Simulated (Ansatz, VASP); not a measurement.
## Bi2Se3: VASP beside Ansatz

```
Se Bi
1.0
     4.20683    0.00000    0.00000
    -2.10342    3.64322    0.00000
     0.00000    0.00000   39.98244
Se Bi
3 2
Direct
  0.00000 0.00000 0.41391
  0.66667 0.33333 0.50000
  0.33333 0.66667 0.58609
  0.33333 0.66667 0.45237
  0.00000 0.00000 0.54763
```

Change from the starting cell: biaxial strain +0.020, atoms relaxed.

Alike in both runs: functional PBE; dispersion D3(BJ); k mesh 12 × 12 × 1; occupations gaussian, width 0.02 eV; no spin polarisation.

Ansatz relaxed the structure, and its values are those at the end. VASP's run is a single point on that final structure, the one shown.

```csv
,VASP,Ansatz
version,VASP 6.6.1,Ansatz 0.2.0
potentials or method,"VASP PAW PBE potentials, release 64 (Se, Bi_d), cutoff 520 eV","scalar-relativistic, plane waves, PAW"
valence electrons in the cell,48,78
```

```csv
,VASP,Ansatz,Ansatz less VASP
gap on the k mesh at the Fermi level (eV),0.75,0.76,+0.004
least direct gap on the mesh (eV),1.20,1.20,-0.001
rms of the force components (eV/Å),0.005,0.000,-0.0044
```

VASP's potentials hold 48 valence electrons a cell and Ansatz's 78, so a difference there can come from the potentials and not from the codes. Ansatz's warnings: stress scf threshold loose.

Neither program's run includes spin-orbit coupling.
